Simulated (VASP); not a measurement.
A run of VASP 6.6.1 is set up as follows.

Contents of POSCAR:

```
SiO2
1.0
    4.9791712408      0.0000000000      0.0000000000
    0.0000000000      4.9791712408      0.0000000000
    0.0000000000      0.0000000000      6.9149082624
Si O
4 8
Direct
    0.3024581196      0.3024581196      0.0000000000
    0.1975418804      0.8024581196      0.2500000000
    0.6975418804      0.6975418804      0.5000000000
    0.8024581196      0.1975418804      0.7500000000
    0.2381688340      0.1092694894      0.1814537689
    0.3907305106      0.7381688340      0.4314537689
    0.7618311660      0.8907305106      0.6814537689
    0.6092694894      0.2618311660      0.9314537689
    0.7381688340      0.3907305106      0.5685462311
    0.8907305106      0.7618311660      0.3185462311
    0.2618311660      0.6092694894      0.0685462311
    0.1092694894      0.2381688340      0.8185462311
```

Contents of INCAR.step1:

```
SYSTEM = SiO2
ALGO = Normal ; EDIFF = 1E-4
ENCUT = 520 ; GGA = PE
ISMEAR = 0 ; LASPH = .TRUE.
LCHARG = .FALSE. ; LREAL = .FALSE.
LWAVE = .TRUE. ; NBANDS = 44
NELM = 60 ; PREC = Accurate
SIGMA = 0.02
```

Contents of INCAR.step2:

```
SYSTEM = SiO2
ALGO = Normal ; EDIFF = 1E-6
ENCUT = 520 ; ISIF = 2
ISMEAR = 0 ; ISTART = 1
LASPH = .TRUE. ; LCHARG = .FALSE.
LMIXTAU = .TRUE. ; LREAL = .FALSE.
LWAVE = .FALSE. ; METAGGA = R2SCAN
NBANDS = 44 ; NELM = 60
PREC = Accurate ; SIGMA = 0.02
```

File KPOINTS:

```
k-points
0
G
  6 6 4
  0 0 0
```

Potentials or basis: VASP PAW PBE potentials, release 64 (Si, O).

The run is started by

```sh
$ cat potpaw_PBE.64/Si/POTCAR potpaw_PBE.64/O/POTCAR > POTCAR
$ cp INCAR.step1 INCAR
$ mpirun -np 1 vasp_std > vasp.out
$ cp INCAR.step2 INCAR
$ mpirun -np 1 vasp_std > vasp.out
```

What does it give for the largest force?

0.027 eV/Å.

Estimate the band gap on the k mesh.

6.35 eV, direct.

Forces in eV/Å, atoms in the order of the input:
```
Si   0.019  0.019  0.000
Si  -0.019  0.019  0.000
Si  -0.019 -0.019  0.000
Si   0.019 -0.019  0.000
O    0.000  0.003 -0.002
O   -0.003  0.000 -0.002
O    0.000 -0.003 -0.002
O    0.003  0.000 -0.002
O    0.000 -0.003  0.002
O   -0.003  0.000  0.002
O    0.000  0.003  0.002
O    0.003  0.000  0.002
```

Caveat: the PAW data sets were made with another functional, which shifts forces and pressure a little. A k mesh can miss the band edges.
